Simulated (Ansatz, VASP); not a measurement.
## CoO: VASP beside Ansatz

Contents of INCAR:

```
  ALGO = Normal
  EDIFF = 1E-6
  ENCUT = 520
  GGA = PS
  ISIF = 2
  ISMEAR = -1
  ISPIN = 2
  LASPH = True
  LCHARG = False
  LMAXMIX = 4
  LORBIT = 11
  LREAL = False
  LWAVE = False
  MAGMOM = 2 0
  NBANDS = 18
  NELM = 150
  PREC = Accurate
  SIGMA = 0.05
```

The input KPOINTS:

```
k-points
0
Gamma
  11 11 11
```

File POSCAR:

```
CoO
1.0
    0.0000000000      2.1026924146      2.1026924146
    2.1026924146      0.0000000000      2.1026924146
    2.1026924146      2.1026924146      0.0000000000
Co O
1 1
Direct
    0.0000000000      0.0000000000      0.0000000000
    0.5000000000      0.5000000000      0.5000000000
```

The input input.yaml:

```yaml
crystal:
  lattice:
    - [0.0, 2.1026924146, 2.1026924146]
    - [2.1026924146, 0.0, 2.1026924146]
    - [2.1026924146, 2.1026924146, 0.0]
  atoms:
    - { symbol: Co, position: [0.0, 0.0, 0.0], spin: 2.0 }
    - { symbol: O, position: [0.5, 0.5, 0.5] }
kpoints:
  mp_grid: { grid: [11, 11, 11] }
scf:
  occupations: { method: fermi_dirac, width: 0.05 }
hamiltonian:
  xc: pbesol
  pseudopotentials: { kind: all_electron, lapw: { basis_error: 0.0005 } }
magnetization:
  spin_polarized: true
output:
  forces: true
  stress: true
  eigenvalues: true
```

Change from the starting cell: volume scaled by 0.96.

Alike in both runs: task single point; functional PBEsol; k mesh 11 × 11 × 11; occupations fermi-dirac, width 0.05 eV; collinear spin.

|  | VASP | Ansatz |
| --- | --- | --- |
| version | VASP 6.6.1 | Ansatz 0.2.0 |
| potentials or method | VASP PAW PBE potentials, release 64 (Co, O), cutoff 520 eV | all-electron LAPW, scalar-relativistic |

Ansatz gave:

```
gap on the k mesh at the Fermi level (eV)                     : none
pressure (GPa)                                                : -4.4
net moment per atom (μB)                                      : 1.43
size of the moment on the site where the two differ most (μB) : 2.53
```

Problem. Which values does VASP return?

Solution. gap on the k mesh at the Fermi level (eV): none; pressure (GPa): -5.2; net moment per atom (μB): 1.42; size of the moment on the site where the two differ most (μB): 2.49.

VASP's potentials were made for PBE, not for PBEsol. Site moments also hang on the region over which each program counts them. A gap of «none» marks a metal or a gap that the smearing closes. Ansatz ran all-electron here, and VASP with PAW potentials.
